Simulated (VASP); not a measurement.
KCl: electric field gradients with PBEsol

KCl:

```xyz
2
Lattice="3.7067 0.0000 0.0000 0.0000 3.7067 0.0000 0.0000 0.0000 3.6340" Properties=species:S:1:pos:R:3 pbc="T T T"
K     0.0000    0.0000    0.0000
Cl    1.8533    1.8533    1.8170
```

This cell differs from its parent crystal: equal xx and yy strain of +2 %.

```
Program                : VASP 6.6.1
Task                   : electric field gradients
Functional             : PBEsol
Potentials or basis    : VASP PAW PBE potentials, release 64 (K_sv, Cl)
Cutoff                 : 400 eV
k mesh                 : 7 × 7 × 7
Occupations            : fermi-dirac, width 0.01 eV
Spin                   : no spin polarisation
Dipole correction      : no
Further INCAR settings : ALGO = Normal; EDIFF = 1e-08; NBANDS = 15
```

```
Pressure                                : 1.2 GPa
Band gap on the k mesh                  : 5.12 eV (least direct gap 5.31 eV)
Largest electric field gradient by atom : K +2.6; Cl -5.1 V/Å²
```

Stress tensor (GPa, compression positive):
```
0.87 0.00 0.00
0.00 0.87 0.00
0.00 0.00 1.83
```

Levels at points of the mesh, in eV from the valence-band top:
| k point | band 5 | band 6 | band 7 | band 8 | band 9 | band 10 | band 11 | band 12 |
| --- | --- | --- | --- | --- | --- | --- | --- | --- |
| (0.00, 0.00, 0.00) | -11.15 | -0.31 | -0.31 | -0.19 | 5.12 | 6.20 | 6.30 | 10.79 |

Electric field gradients, principal values (V/Å²):
```
atom   least  middle  greatest (by size)
 1 K  -1.278  -1.278               2.556
2 Cl   2.536   2.536              -5.071
```

Wall time 18 s on 1 thread of Intel Xeon 8259CL, with other jobs on the host, peak memory 0.15 GiB.

Caveat: the cell differs from its parent crystal (equal xx and yy strain of +2 %); without QUAD_EFG the Cq values of the log hold for a quadrupole moment of 1 mb, not for the nuclei; the PAW data sets were made with another functional, which shifts forces and pressure a little. A k mesh can miss the band edges.
